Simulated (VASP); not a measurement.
# H3CCl in VASP: relaxation of the atoms with PBE

Aim: the relaxation of the atoms of H3CCl with PBE.

All numbers are computed with VASP 6.6.1; they aren't measurements. Logs are shortened: lines on timing, memory, paths and dates and some standing lists are left out, and cuts for length are marked.

### Step 1. The cell of the first run

The cell holds a disordered packing, 30 atoms: a = 8.953 Å, b = 8.953 Å, c = 8.953 Å, α = 90.00°, β = 90.00°, γ = 90.00°.

### Step 2. Relaxation of the atoms, PBE

INCAR

```
SYSTEM = H3CCl
PREC     = Accurate       ! precision mode
ENCUT    = 520            ! plane-wave cutoff, eV
EDIFF    = 1E-6           ! SCF threshold, eV
ISMEAR   = -1             ! smearing method
SIGMA    = 0.02           ! smearing width, eV
LREAL    = Auto         
LASPH    = .TRUE.         ! aspherical terms in the spheres
NELM     = 100            ! most SCF steps
ALGO     = Normal         ! electronic algorithm
ISIF     = 2              ! what is computed and relaxed
LWAVE    = .FALSE.        ! write WAVECAR
LCHARG   = .FALSE.        ! write CHGCAR
GGA      = PE             ! functional
IBRION   = 2              ! ionic algorithm
NSW      = 35             ! ionic steps
EDIFFG   = -0.3           ! ionic threshold
```

KPOINTS

```
Automatic mesh
0
G
  1 1 1
  0 0 0
```

POSCAR

```
H3CCl
1.0
    8.9528400000      0.0000000000      0.0000000000
    0.0000000000      8.9528400000      0.0000000000
    0.0000000000      0.0000000000      8.9528400000
C Cl H
6 6 18
Direct
    0.1538378000      0.5934641000      0.2701100000
    0.7775163000      0.2388970000      0.9007742000
    0.0367645000      0.4468442000      0.5394880000
    0.9107407000      0.9752650000      0.6931546000
    0.5568235000      0.9127464000      0.8391226000
    0.7866601000      0.5908268000      0.8369060000
    0.0420476000      0.4402233000      0.2115319000
    0.7211354000      0.2447340000      1.0910328000
    0.0802158000      0.3731787000      0.7186431000
    0.9665532000      0.9825748000      0.5027795000
    0.4694827000      0.9210351000      1.0172070000
    0.7383271000      0.5816485000      1.0292361000
    0.0810237000      0.6843915000      0.3047850000
    0.2234832000      0.5581227000      0.3632363000
    0.2235942000      0.6291560000      0.1772006000
    0.8455806000      0.3366990000      0.8768150000
    0.8420592000      0.1376588000      0.8818780000
    0.6784926000      0.2388562000      0.8303022000
    0.0031856000      0.5630116000      0.5517203000
    0.1353332000      0.4392618000      0.4687862000
   -0.0541070000      0.3821381000      0.4912437000
    0.8040208000      1.0321760000      0.7051562000
    0.8998319000      0.8589255000      0.7265930000
    0.9951247000      1.0303395000      0.7611118000
    0.6508971000      0.9896897000      0.8377390000
    0.5956237000      0.7992506000      0.8194941000
    0.4759743000      0.9443617000      0.7540585000
    0.7892988000      0.7073491000      0.8024440000
    0.8961192000      0.5403515000      0.8213188000
    0.7033518000      0.5302470000      0.7723937000
```

Potentials or basis: VASP PAW PBE potentials, release 64 (C, Cl, H).

Command:

```sh
$ cat potpaw_PBE.64/C/POTCAR potpaw_PBE.64/Cl/POTCAR potpaw_PBE.64/H/POTCAR > POTCAR
$ mpirun -np 1 vasp_gam > vasp.out
```

OUTCAR:

```text
SYSTEM = H3CCl
   PREC = Accurate
   ENCUT = 520
   EDIFF = 1E-6
   ISMEAR = -1
   LREAL = Auto
   LASPH = .TRUE.
   NELM = 100
   ISIF = 2
   GGA = PE
   IBRION = 2
   NSW = 35
   EDIFFG = -0.3

 ion  position               nearest neighbor table
   1  0.154  0.593  0.270-  14 1.09  15 1.09  13 1.09   7 1.78
   2  0.778  0.239  0.901-  18 1.09  16 1.09  17 1.09   8 1.78
   3  0.037  0.447  0.539-  21 1.09  20 1.09  19 1.09   9 1.78
   4  0.911  0.975  0.693-  23 1.09  22 1.09  24 1.09  10 1.78
   5  0.557  0.913  0.839-  27 1.09  25 1.09  26 1.09  11 1.78
   6  0.787  0.591  0.837-  29 1.09  30 1.09  28 1.09  12 1.78
   7  0.042  0.440  0.212-   1 1.78
   8  0.721  0.245  0.091-   2 1.78
   9  0.080  0.373  0.719-   3 1.78
  10  0.967  0.983  0.503-   4 1.78
  11  0.469  0.921  0.017-   5 1.78
  12  0.738  0.582  0.029-   6 1.78
[... 16 lines left out ...]
  29  0.896  0.540  0.821-   6 1.09
  30  0.703  0.530  0.772-   6 1.09

  LATTYP: Found a simple cubic cell.
 ALAT       =     8.9528400000

  Lattice vectors:

 A1 = (   8.9528400000,   0.0000000000,   0.0000000000)
 A2 = (   0.0000000000,   8.9528400000,   0.0000000000)
 A3 = (   0.0000000000,   0.0000000000,   8.9528400000)

Analysis of symmetry for initial positions (statically):
=====================================================================
 Subroutine PRICEL returns:
 Original cell was already a primitive cell.

 Routine SETGRP: Setting up the symmetry group for a
 simple cubic supercell.

 Subroutine GETGRP returns: Found  1 space group operations
 (whereof  1 operations were pure point group operations)
 out of a pool of 48 trial point group operations.

The static configuration has the point symmetry C_1 .

Analysis of symmetry for dynamics (positions and initial velocities):
=====================================================================
 Subroutine PRICEL returns:
 Original cell was already a primitive cell.

 Routine SETGRP: Setting up the symmetry group for a
 simple cubic supercell.

 Subroutine GETGRP returns: Found  1 space group operations
 (whereof  1 operations were pure point group operations)
 out of a pool of 48 trial point group operations.

The dynamic configuration has the point symmetry C_1 .

 Subroutine INISYM returns: Found  1 space group operations
 (whereof  1 operations are pure point group operations),
 and found     1 'primitive' translations

----------------------------------------------------------------------------------------

                                     Primitive cell

  volume of cell :     717.6001

  direct lattice vectors                    reciprocal lattice vectors
     8.952840000  0.000000000  0.000000000     0.111696400  0.000000000  0.000000000
     0.000000000  8.952840000  0.000000000     0.000000000  0.111696400  0.000000000
     0.000000000  0.000000000  8.952840000     0.000000000  0.000000000  0.111696400

  length of vectors
     8.952840000  8.952840000  8.952840000     0.111696400  0.111696400  0.111696400

  position of ions in fractional coordinates (direct lattice)
     0.153837800  0.593464100  0.270110000
     0.777516300  0.238897000  0.900774200
     0.036764500  0.446844200  0.539488000
     0.910740700  0.975265000  0.693154600
     0.556823500  0.912746400  0.839122600
     0.786660100  0.590826800  0.836906000
[... 22 lines left out ...]
     0.896119200  0.540351500  0.821318800
     0.703351800  0.530247000  0.772393700

  ion indices of the primitive-cell ions
   primitive index   ion index
                 1           1
                 2           2
                 3           3
                 4           4
                 5           5
                 6           6
[... 22 lines left out ...]
                29          29
                30          30

----------------------------------------------------------------------------------------

 KPOINTS: Automatic mesh

Automatic generation of k-mesh.
 Grid dimensions read from file:
 generate k-points for:    1    1    1

 Generating k-lattice:

  Cartesian coordinates                     Fractional coordinates (reciprocal lattice)
     0.111696400  0.000000000  0.000000000     1.000000000  0.000000000  0.000000000
     0.000000000  0.111696400  0.000000000     0.000000000  1.000000000  0.000000000
     0.000000000  0.000000000  0.111696400     0.000000000  0.000000000  1.000000000

  Length of vectors
     0.111696400  0.111696400  0.111696400

  Shift w.r.t. Gamma in fractional coordinates (k-lattice)
     0.000000000  0.000000000  0.000000000

 Subroutine IBZKPT returns following result:
 ===========================================

 Found      1 irreducible k-points:

 Following reciprocal coordinates:
            Coordinates               Weight
  0.000000  0.000000  0.000000      1.000000
   k-points           NKPTS =      1   k-points in BZ     NKDIM =      1   number of bands    NBANDS=     58
   number of dos      NEDOS =    301   number of ions     NIONS =     30
   total plane-waves  NPLWV = 343000
   dimension x,y,z NGX =    70 NGY =   70 NGZ =   70
   dimension x,y,z NGXF=   140 NGYF=  140 NGZF=  140
   ions per type =               6   6  18
   NGX,Y,Z   is equivalent  to a cutoff of  13.00, 13.00, 13.00 a.u.
   NGXF,Y,Z  is equivalent  to a cutoff of  26.00, 26.00, 26.00 a.u.
 SYSTEM =  H3CCl
   PREC   = accura    normal or accurate (medium, high low for compatibility)
   ISTART =      0    job   : 0-new  1-cont  2-samecut
   ICHARG =      2    charge: 1-file 2-atom 10-const
   ISPIN  =      1    spin polarized calculation?
   LNONCOLLINEAR =      F non collinear calculations
   LSORBIT =      F    spin-orbit coupling
   LASPH  =      T    aspherical Exc in radial PAW
   ENCUT  =  520.0 eV  38.22 Ry    6.18 a.u.  16.65 16.65 16.65*2*pi/ulx,y,z
   NELM   =    100;   NELMIN=  2; NELMDL= -5     # of ELM steps
   EDIFF  = 0.1E-05   stopping-criterion for ELM
   LREAL  =      T    real-space projection
   EDIFFG = -.3E+00   stopping-criterion for IOM
   NSW    =     35    number of steps for IOM
   IBRION =      2    ionic relax: 0-MD 1-quasi-New 2-CG
   NFREE  =      1    steps in history (QN), initial steepest desc. (CG)
   ISIF   =      2    stress and relaxation
   ISYM   =      2    0-nonsym 1-usesym 2-fastsym
   POTIM  = 0.5000    time-step for ionic-motion
   TEBEG  =    0.0;   TEEND  =   0.0 temperature during run
   PSTRESS=    0.0 pullay stress
   NELECT =      84.0000    total number of electrons
   NUPDOWN=      -1.0000    fix difference up-down
   EMIN   =  10.00;   EMAX   =-10.00  energy-range for DOS
   EFERMI =   0.00;   METHOD = LEGACY
   ISMEAR =    -1;   SIGMA  =   0.02  broadening in eV -4-tet -1-fermi 0-gaus
   EFERMI_NEDOS =   21; number of points for ismear=-14 and -15
   IALGO  =     38    algorithm
   IMIX   =      4    mixing-type and parameters
     AMIX     =   0.40;   BMIX     =  1.00
     AMIX_MAG =   1.60;   BMIX_MAG =  1.00
  volume/ion in A,a.u.               =      23.92       161.42
  Fermi-wavevector in a.u.,A,eV,Ry     =   0.800830  1.513350  8.725811  0.641329
  Thomas-Fermi vector in A             =   1.908201
   LORBIT       =      0    0 simple, 1 ext, 2 COOP (PROOUT), +10 PAW based schemes
   GGA     = PE    functional components
   LHFCALC =     F    Hartree Fock is set to
   AEXX    =    0.0000 exact exchange contribution
   IVDW    =     0    specifies the selected vdW correction
   LEPSILON=     F    determine dielectric tensor
   LRPA    =     F    only Hartree local field effects (RPA)
 conjugate gradient relaxation of ions
 non-spin polarized calculation
  energy-cutoff  :      520.00
  volume of cell :      717.60
 maximum number of plane-waves:      9691
 NGX is ok and might be reduce to    70
   NGX = 33   NGY = 33   NGZ = 33

--------------------------------------- Ionic step        1  -------------------------------------------

 number of electron      83.9999993 magnetization

 Free energy of the ion-electron system (eV)
  ---------------------------------------------------
  ext. energy  EPLUGINS =         0.00000000
  ---------------------------------------------------
  free energy    TOTEN  =      -133.33679682 eV

  energy without entropy =     -133.33679682  energy(sigma->0) =     -133.33679682

------------------------ aborting loop because EDIFF is reached ----------------------------------------

  FORCE on cell =-STRESS in cart. coord.  units (eV):
  Direction    XX          YY          ZZ          XY          YZ          ZX
  --------------------------------------------------------------------------------------
  -------------------------------------------------------------------------------------
  Total        4.5528939      7.6559247      5.2944686      0.0396430     -1.1525855     -1.1669589
  in kB       10.1651932     17.0932943     11.8208986      0.0885105     -2.5733642     -2.6054556
  external PRESSURE =      13.0264620 kB  Pullay stress =       0.0000000 kB
[... 173 lines left out ...]
  FREE ENERGIE OF THE ION-ELECTRON SYSTEM (eV)
  ---------------------------------------------------
  free  energy   TOTEN  =      -133.4429125502 eV

  energy  without entropy=     -133.4429125502  energy(sigma->0) =     -133.44291255

[... ionic steps 4 to 21 ...]

--------------------------------------- Ionic step       22  -------------------------------------------

 number of electron      83.9999996 magnetization

------------------------ aborting loop because EDIFF is reached ----------------------------------------

  FORCE on cell =-STRESS in cart. coord.  units (eV):
  Direction    XX          YY          ZZ          XY          YZ          ZX
  --------------------------------------------------------------------------------------
  -------------------------------------------------------------------------------------
  Total        1.8156875      3.2375503      0.2890342      0.0151514     -0.3238520     -0.7730068
  in kB        4.0538644      7.2284409      0.6453234      0.0338283     -0.7230605     -1.7258834
  external PRESSURE =       3.9758762 kB  Pullay stress =       0.0000000 kB
[... 113 lines left out ...]
  energy  without entropy=     -134.3329431537  energy(sigma->0) =     -134.33294315

--------------------------------------- Ionic step       24  -------------------------------------------

 number of electron      83.9999996 magnetization

 Free energy of the ion-electron system (eV)
  ---------------------------------------------------
  ext. energy  EPLUGINS =         0.00000000
  ---------------------------------------------------
  free energy    TOTEN  =      -134.35258664 eV

  energy without entropy =     -134.35258664  energy(sigma->0) =     -134.35258664

 E-fermi :  -3.6152     XC(G=0):  -4.8682

 val. band max:       -4.1387844322   @ k =   0.0000   0.0000   0.0000
 cond. band min:       1.0025558605   @ k =   0.0000   0.0000   0.0000
 fundamental gap:      5.1413402927
 Fermi energy:        -3.6152026576

 k-point     1 :       0.0000    0.0000    0.0000
  band No.  band energies     occupation
      1     -19.0973      2.00000
      2     -19.0336      2.00000
      3     -18.9873      2.00000
      4     -18.7498      2.00000
      5     -18.7392      2.00000
      6     -18.6694      2.00000
[... 46 lines left out ...]
     53       3.0403      0.00000
     54       3.2770      0.00000
 [bands above 54 left out]

------------------------ aborting loop because EDIFF is reached ----------------------------------------

  FORCE on cell =-STRESS in cart. coord.  units (eV):
  Direction    XX          YY          ZZ          XY          YZ          ZX
  --------------------------------------------------------------------------------------
  -------------------------------------------------------------------------------------
  Total        2.1132704      3.3230846      1.2263748     -0.0036641     -0.2451965     -0.7063822
  in kB        4.7182743      7.4194125      2.7381129     -0.0081808     -0.5474474     -1.5771313
  external PRESSURE =       4.9585999 kB  Pullay stress =       0.0000000 kB
[... 45 lines left out ...]
  FREE ENERGIE OF THE ION-ELECTRON SYSTEM (eV)
  ---------------------------------------------------
  free  energy   TOTEN  =      -134.3525866441 eV

  energy  without entropy=     -134.3525866441  energy(sigma->0) =     -134.35258664

 reached required accuracy - stopping structural energy minimisation
```

Run time: 20 min. Hardware: 1 thread of Intel Xeon Platinum 8488C (Sapphire Rapids), shared host; peak memory 0.73 GiB.

Results:

```
Free energy                  : -134.3526 eV
Energy gained by relaxing    : 33.9 meV/atom
Ionic steps                  : 24
Pressure after relaxing      : 0.5 GPa
Largest force after relaxing : 0.198 eV/Å
```

Forces on the atoms (eV/Å):
```
C    0.063  0.022  0.057
C    0.171  0.044  0.013
C    0.015 -0.001  0.014
C    0.042 -0.001 -0.016
C   -0.074  0.014 -0.041
C    0.062 -0.020  0.012
Cl  -0.056 -0.149 -0.065
Cl  -0.018 -0.014  0.086
Cl   0.081 -0.006 -0.012
Cl   0.053  0.010 -0.090
Cl  -0.194  0.031  0.018
Cl   0.000 -0.031  0.187
H   -0.095  0.092  0.021
H    0.108  0.029  0.070
H    0.066  0.051 -0.174
H    0.006  0.030  0.070
H    0.006 -0.029  0.122
H   -0.144  0.045  0.012
H   -0.005  0.046 -0.030
H    0.071 -0.051 -0.044
H   -0.062 -0.062  0.033
H   -0.005  0.010 -0.053
H    0.073 -0.009 -0.014
H    0.059  0.065 -0.045
H   -0.048  0.003  0.054
H   -0.111 -0.028 -0.031
H   -0.063  0.058 -0.059
H   -0.032  0.000  0.000
H    0.048 -0.040 -0.065
H   -0.018 -0.108 -0.031
```

Stress tensor (GPa, compression positive):
```
 0.47  0.00 -0.16
 0.00  0.74 -0.05
-0.16 -0.05  0.27
```

The path:
| step | energy change (eV) | largest force (eV/Å) | pressure (GPa) |
| --- | --- | --- | --- |
| 1 | 0.0000 | 0.7186 | 1.30 |
| 2 | -0.1024 | 0.7157 | 0.95 |
| 3 | -0.1061 | 0.9160 | 0.88 |
| 4 | -0.1605 | 0.6992 | 0.79 |
| 5 | -0.2534 | 0.5339 | 0.55 |
| 6 | -0.2622 | 0.9196 | 0.45 |
| 7 | -0.3203 | 0.4793 | 0.55 |
| 8 | -0.3516 | 0.5436 | 0.70 |
| 9 | -0.4117 | 0.4727 | 0.77 |
| 10 | -0.5240 | 0.7909 | 0.99 |
| 11 | -0.4397 | 2.9103 | 1.47 |
| 12 | -0.5425 | 1.3478 | 1.12 |
| 13 | -0.5829 | 1.1211 | 1.08 |
| 14 | -0.6693 | 1.1144 | 0.97 |
| 15 | -0.6884 | 1.8235 | 0.77 |
| 16 | -0.7048 | 1.2453 | 0.85 |
| 17 | -0.7748 | 1.0009 | 0.70 |
| 18 | -0.8943 | 0.5258 | 0.24 |
| 19 | -0.9058 | 0.5659 | 0.06 |
| 20 | -0.9357 | 0.3700 | 0.16 |
| 21 | -0.9482 | 0.8643 | 0.28 |
| 22 | -0.9788 | 0.4237 | 0.40 |
| 23 | -0.9961 | 0.4733 | 0.57 |
| 24 | -1.0158 | 0.1978 | 0.50 |

Final structure:
```xyz
30
Lattice="8.9528 0.0000 0.0000 0.0000 8.9528 0.0000 0.0000 0.0000 8.9528" Properties=species:S:1:pos:R:3 pbc="T T T"
C     1.5122    5.4573    2.1290
C     6.8915    2.0452    8.3279
C     0.3420    3.8296    5.0648
C     8.3164    8.6986    5.9947
C     4.7642    8.1658    7.5593
C     7.0046    5.4500    7.4662
Cl    0.6728    4.0092    1.5259
Cl    6.3239    1.8019    1.0375
Cl    0.9398    3.2896    6.6623
Cl    8.8479    8.6890    4.2975
Cl    3.8474    8.2119    0.1265
Cl    6.4554    5.7665    0.1682
H     0.7711    6.1577    2.5158
H     2.1874    5.1451    2.9271
H     2.0836    5.9113    1.3209
H     7.4862    2.9577    8.2820
H     7.5239    1.2036    8.0361
H     6.0374    2.1173    7.6502
H     0.0869    4.8896    5.1385
H     1.1298    3.6775    4.3276
H     8.4209    3.2405    4.7813
H     7.3369    0.2283    6.0488
H     8.2438    7.6676    6.3454
H     0.0922    0.2918    6.5995
H     5.6423    8.8087    7.6592
H     5.0841    7.1389    7.3844
H     4.1231    8.5148    6.7470
H     7.0777    6.3987    6.9301
H     7.9845    4.9695    7.5180
H     6.2751    4.8099    6.9648
```

Caveat: the k points lie up to 0.70 Å⁻¹ apart; the relaxation stopped at a loose force limit of 0.3 eV/Å, so its end isn't a converged minimum.
